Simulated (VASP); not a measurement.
# Ru (Fm-3m) in VASP: further runs, part 2 of 2

VASP 6.6.1. Earlier steps stand in the parts before.

**5. Single point, PBE**

This run uses another cell than the first one, of 14.67 Å³/atom.

The input, INCAR:

```
ALGO = Normal ; EDIFF = 1E-7
ENCUT = 520 ; GGA = PE
ISIF = 2 ; ISMEAR = -1
LASPH = True ; LCHARG = False
LREAL = False ; LWAVE = False
NBANDS = 13 ; NELM = 80
PREC = Accurate ; SIGMA = 0.06122561905347299
```

The input, KPOINTS:

```
k-points
0
Gamma
  25 25 25
```

The input, POSCAR:

```
Ru
1.0
    0.0000000000      1.9430366547      1.9430366547
    1.9430366547      0.0000000000      1.9430366547
    1.9430366547      1.9430366547      0.0000000000
Ru
1
Direct
    0.0000000000      0.0000000000      0.0000000000
```

Potentials or basis: VASP PAW PBE potentials, release 64 (Ru_pv).

Launch:

```sh
$ cat potpaw_PBE.64/Ru_pv/POTCAR > POTCAR
$ mpirun -np 1 vasp_std > vasp.out
```

OUTCAR:

```text
EDIFF = 1E-7
   ENCUT = 520
   GGA = PE
   ISIF = 2
   ISMEAR = -1
   LASPH = True
   LREAL = False
   NELM = 80
   PREC = Accurate

 ion  position               nearest neighbor table
   1  0.000  0.000  0.000-

  LATTYP: Found a face centered cubic cell.
 ALAT       =     3.8860733094

  Lattice vectors:

 A1 = (   0.0000000000,   1.9430366547,   1.9430366547)
 A2 = (   1.9430366547,   0.0000000000,   1.9430366547)
 A3 = (   1.9430366547,   1.9430366547,   0.0000000000)

Analysis of symmetry for initial positions (statically):
[... 554 lines left out ...]
      8      12.8212      0.00000
      9      13.0140      0.00000
     10      21.4071      0.00000
     11      22.0265      0.00000
     12      26.4118      0.00000
     13      32.0271      0.00000

 [... further k-points ...]
[... 5 lines left out ...]
  --------------------------------------------------------------------------------------
  -------------------------------------------------------------------------------------
  Total       -1.4353670     -1.4353670     -1.4353670     -0.0000000     -0.0000000     -0.0000000
  in kB     -156.7474766   -156.7474766   -156.7474766     -0.0000000     -0.0000000     -0.0000000
  external PRESSURE =    -156.7474766 kB  Pullay stress =       0.0000000 kB

 VOLUME and BASIS-vectors are now :
 -----------------------------------------------------------------------------
  energy-cutoff  :      520.00
  volume of cell :       14.67
      direct lattice vectors                 reciprocal lattice vectors
     0.000000000  1.943036655  1.943036655    -0.257329165  0.257329165  0.257329165
     1.943036655  0.000000000  1.943036655     0.257329165 -0.257329165  0.257329165
     1.943036655  1.943036655  0.000000000     0.257329165  0.257329165 -0.257329165

 POSITION                                       TOTAL-FORCE (eV/Angst)
 -----------------------------------------------------------------------------------
      0.00000      0.00000      0.00000         0.000000     -0.000000     -0.000000
 -----------------------------------------------------------------------------------
    total drift:                                0.000000      0.000000      0.000000

  FREE ENERGIE OF THE ION-ELECTRON SYSTEM (eV)
  ---------------------------------------------------
  free  energy   TOTEN  =        -9.0854758171 eV

  energy  without entropy=       -9.0710093565  energy(sigma->0) =       -9.07824259
```

OSZICAR:

```text
N       E                     dE             d eps       ncg     rms          rms(c)
DAV:   1     0.107148541109E+03    0.10715E+03   -0.84562E+03 11917   0.113E+03
DAV:   2    -0.852292211514E+01   -0.11567E+03   -0.11109E+03 12800   0.322E+02
DAV:   3    -0.978006064125E+01   -0.12571E+01   -0.12515E+01 13350   0.371E+01
DAV:   4    -0.978382545101E+01   -0.37648E-02   -0.37647E-02 12870   0.219E+00
DAV:   5    -0.978385146946E+01   -0.26018E-04   -0.26019E-04 13650   0.166E-01    0.105E+01
DAV:   6    -0.912338086339E+01    0.66047E+00   -0.11451E+00 12095   0.139E+01    0.236E+00
DAV:   7    -0.908922556148E+01    0.34155E-01   -0.58114E-02 13140   0.286E+00    0.671E-01
DAV:   8    -0.908543718820E+01    0.37884E-02   -0.32292E-03 11990   0.740E-01    0.930E-02
DAV:   9    -0.908547266495E+01   -0.35477E-04   -0.59246E-05 13575   0.102E-01    0.230E-02
DAV:  10    -0.908547568238E+01   -0.30174E-05   -0.29929E-06 12215   0.193E-02    0.220E-03
DAV:  11    -0.908547583067E+01   -0.14830E-06   -0.41063E-08  8840   0.242E-03    0.478E-04
DAV:  12    -0.908547581711E+01    0.13566E-07   -0.22747E-09  6275   0.572E-04
   1 F= -.90854758E+01 E0= -.90782426E+01  d E =-.144665E-01
```

Wall time 96 s (1 thread of Intel Xeon 8259CL, shared host); peak memory 0.2 GiB.

Results:

- Free energy: -9.0855 eV
- Pressure: -15.7 GPa
- Band gap on the k mesh: zero (bands 7 and 8 overlap by 3.16 eV)

Caveat: the cell stands under tension.

**6. Single point, PBE**

This run uses another cell than the first one, of 13.01 Å³/atom.

The input, INCAR:

```
SYSTEM = Ru
PREC = Accurate
ENCUT = 520
EDIFF = 1E-7
ISMEAR = -1
SIGMA = 0.06122561905347299
LREAL = .FALSE.
LASPH = .TRUE.
NELM = 80
ALGO = Normal
ISIF = 2
LWAVE = .FALSE.
LCHARG = .FALSE.
GGA = PE
NBANDS = 13
```

The input, KPOINTS:

```
regular mesh
0
G
  49 49 49
  0 0 0
```

The input, POSCAR:

```
Ru
1.0
    0.0000000000      1.8667592970      1.8667592970
    1.8667592970      0.0000000000      1.8667592970
    1.8667592970      1.8667592970      0.0000000000
Ru
1
Direct
    0.0000000000      0.0000000000      0.0000000000
```

Potentials or basis: VASP PAW PBE potentials, release 64 (Ru_pv).

Launch:

```sh
$ cat potpaw_PBE.64/Ru_pv/POTCAR > POTCAR
$ mpirun -np 1 vasp_std > vasp.out
```

OUTCAR:

```text
SYSTEM = Ru
   PREC = Accurate
   ENCUT = 520
   EDIFF = 1E-7
   ISMEAR = -1
   LREAL = .FALSE.
   LASPH = .TRUE.
   NELM = 80
   ISIF = 2
   GGA = PE

 ion  position               nearest neighbor table
   1  0.000  0.000  0.000-

  LATTYP: Found a face centered cubic cell.
 ALAT       =     3.7335185940

  Lattice vectors:

 A1 = (   0.0000000000,   1.8667592970,   1.8667592970)
 A2 = (   1.8667592970,   0.0000000000,   1.8667592970)
 A3 = (   1.8667592970,   1.8667592970,   0.0000000000)

Analysis of symmetry for initial positions (statically):
=====================================================================
 Subroutine PRICEL returns:
 Original cell was already a primitive cell.

 Routine SETGRP: Setting up the symmetry group for a
 face centered cubic supercell.

 Subroutine GETGRP returns: Found 48 space group operations
 (whereof 48 operations were pure point group operations)
 out of a pool of 48 trial point group operations.

The static configuration has the point symmetry O_h .

Analysis of symmetry for dynamics (positions and initial velocities):
=====================================================================
 Subroutine PRICEL returns:
 Original cell was already a primitive cell.

 Routine SETGRP: Setting up the symmetry group for a
 face centered cubic supercell.

 Subroutine GETGRP returns: Found 48 space group operations
 (whereof 48 operations were pure point group operations)
 out of a pool of 48 trial point group operations.

The dynamic configuration has the point symmetry O_h .

 Subroutine INISYM returns: Found 48 space group operations
 (whereof 48 operations are pure point group operations),
 and found     1 'primitive' translations

----------------------------------------------------------------------------------------

                                     Primitive cell

  volume of cell :      13.0105

  direct lattice vectors                    reciprocal lattice vectors
     0.000000000  1.866759297  1.866759297    -0.267843852  0.267843852  0.267843852
     1.866759297  0.000000000  1.866759297     0.267843852 -0.267843852  0.267843852
[... 106 lines left out ...]
  Thomas-Fermi vector in A             =   2.761829
   LORBIT       =      0    0 simple, 1 ext, 2 COOP (PROOUT), +10 PAW based schemes
   GGA     = PE    functional components
   LHFCALC =     F    Hartree Fock is set to
   AEXX    =    0.0000 exact exchange contribution
   IVDW    =     0    specifies the selected vdW correction
   LEPSILON=     F    determine dielectric tensor
   LRPA    =     F    only Hartree local field effects (RPA)
 non-spin polarized calculation
  energy-cutoff  :      520.00
  volume of cell :       13.01
 maximum number of plane-waves:       364
   NGX =  9   NGY =  9   NGZ =  9

 number of electron      14.0000002 magnetization

 Free energy of the ion-electron system (eV)
  ---------------------------------------------------
  ext. energy  EPLUGINS =         0.00000000
  ---------------------------------------------------
  free energy    TOTEN  =        -9.07463652 eV

  energy without entropy =       -9.06202737  energy(sigma->0) =       -9.06833195

 E-fermi :  13.5436     XC(G=0): -14.3847

 val. band max:       13.5429320518   @ k =   0.2449   0.0000   0.0000
 cond. band min:      13.5439762619   @ k =  -0.1020   0.0816   0.0000
 fundamental gap:      0.0010442101
 Fermi energy:        13.5435649631

 k-point     1 :       0.0000    0.0000    0.0000
  band No.  band energies     occupation
      1     -28.8846      2.00000
      2     -28.8846      2.00000
      3     -28.8846      2.00000
      4       5.3920      2.00000
      5      10.7956      2.00000
      6      10.7956      2.00000
      7      10.7956      2.00000
      8      13.4136      1.78614
      9      13.4136      1.78614
     10      24.0387      0.00000
     11      28.5618      0.00000
     12      34.5491      0.00000
     13      34.5491      0.00000
[... 354 lines left out ...]
  band No.  band energies     occupation
      1     -30.1034      2.00000
      2     -29.0471      2.00000
      3     -29.0471      2.00000
      4       7.1570      2.00000
      5      10.6694      2.00000
      6      10.6694      2.00000
      7      14.4795      0.00000
      8      15.3719      0.00000
      9      15.3719      0.00000
     10      24.0287      0.00000
     11      24.3763      0.00000
     12      28.2571      0.00000
     13      35.2360      0.00000

 [... further k-points ...]
[... 5 lines left out ...]
  --------------------------------------------------------------------------------------
  -------------------------------------------------------------------------------------
  Total        1.7713950      1.7713950      1.7713950      0.0000000     -0.0000000      0.0000000
  in kB      218.1378504    218.1378504    218.1378504      0.0000000     -0.0000000      0.0000000
  external PRESSURE =     218.1378504 kB  Pullay stress =       0.0000000 kB

 VOLUME and BASIS-vectors are now :
 -----------------------------------------------------------------------------
  energy-cutoff  :      520.00
  volume of cell :       13.01
      direct lattice vectors                 reciprocal lattice vectors
     0.000000000  1.866759297  1.866759297    -0.267843852  0.267843852  0.267843852
     1.866759297  0.000000000  1.866759297     0.267843852 -0.267843852  0.267843852
     1.866759297  1.866759297  0.000000000     0.267843852  0.267843852 -0.267843852

 POSITION                                       TOTAL-FORCE (eV/Angst)
 -----------------------------------------------------------------------------------
      0.00000      0.00000      0.00000         0.000000     -0.000000      0.000000
 -----------------------------------------------------------------------------------
    total drift:                                0.000000     -0.000000      0.000000

  FREE ENERGIE OF THE ION-ELECTRON SYSTEM (eV)
  ---------------------------------------------------
  free  energy   TOTEN  =        -9.0746365234 eV

  energy  without entropy=       -9.0620273750  energy(sigma->0) =       -9.06833195
```

stdout:

```text
POSCAR found type information on POSCAR Ru
 POSCAR found :  1 types and       1 ions
 scaLAPACK will be used
 LDA part: xc-table for (Slater+PW92), standard interpolation
 POSCAR, INCAR and KPOINTS ok, starting setup
 FFT: planning ... GRIDC
 FFT: planning ... GRID_SOFT
 FFT: planning ... GRID
 WAVECAR not read
 entering main loop
```

Wall time 9.1 min (1 thread of Intel Xeon 8259CL, shared host); peak memory 0.54 GiB.

What came out:

| Property | Result |
| --- | --- |
| Free energy | -9.0746 eV |
| Pressure | 21.8 GPa |
| Band gap on the k mesh | zero (bands 7 and 8 overlap by 3.82 eV) |

Caveat: the cell stands under pressure.

**7. Summary**

| cell | k mesh | gap on the mesh (eV) | pressure (GPa) |
| --- | --- | --- | --- |
| a = 2.713 Å, angles 60.0°, 1 atom | 25 × 25 × 25 | none | -6.0 |
| a = 2.730 Å, angles 60.0°, 1 atom | 25 × 25 × 25 | none | -11.1 |
| a = 2.748 Å, angles 60.0°, 1 atom | 25 × 25 × 25 | none | -15.7 |
| a = 2.640 Å, angles 60.0°, 1 atom | 49 × 49 × 49 | none | 21.8 |

Alike in all rows: task single point; level PBE; potentials or basis VASP PAW PBE potentials, release 64 (Ru_pv); no spin polarisation; cutoff (eV) 520; smearing fermi-dirac 0.0612256 eV.

Caveats: the cell stands under tension (at least some runs); the cell stands under pressure (at least some runs).

Absolute energies hang on the potentials; compare differences alone.
